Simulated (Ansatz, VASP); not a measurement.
# Two plane-wave programs on AlN

```xyz
2
Lattice="0.0000 2.1840 2.1840 2.1840 0.0000 2.1840 2.1840 2.1840 0.0000" Properties=species:S:1:pos:R:3 pbc="T T T"
Al    0.0000    0.0000    0.0000
N     1.0920    1.0920    1.0920
```

Alike in both runs: task relaxation of cell and atoms; functional revPBE; dispersion D3(BJ); k mesh 10 × 10 × 10; occupations fermi-dirac, width 0.05 eV; no spin polarisation.

|  | VASP | Ansatz |
| --- | --- | --- |
| version | VASP 6.6.1 | Ansatz 0.2.0 |
| potentials or method | VASP PAW PBE potentials, release 64 (Al, N) | Ansatz PAW |
| plane-wave cutoff (eV) | 600 | 420 |
| valence electrons in the cell | 8 | 8 |

```tsv
	VASP	Ansatz	Ansatz less VASP
relaxed volume (Å³/atom)	10.33	10.37	+0.036
relaxed cell length with the largest relative difference (Å)	3.080	3.084	+0.0036
```

VASP's potentials were made for PBE, not for revPBE.

Noted on Ansatz's run: the plane-wave basis is chosen anew once the cell has moved, so the energies of steps on either side of that aren't comparable.
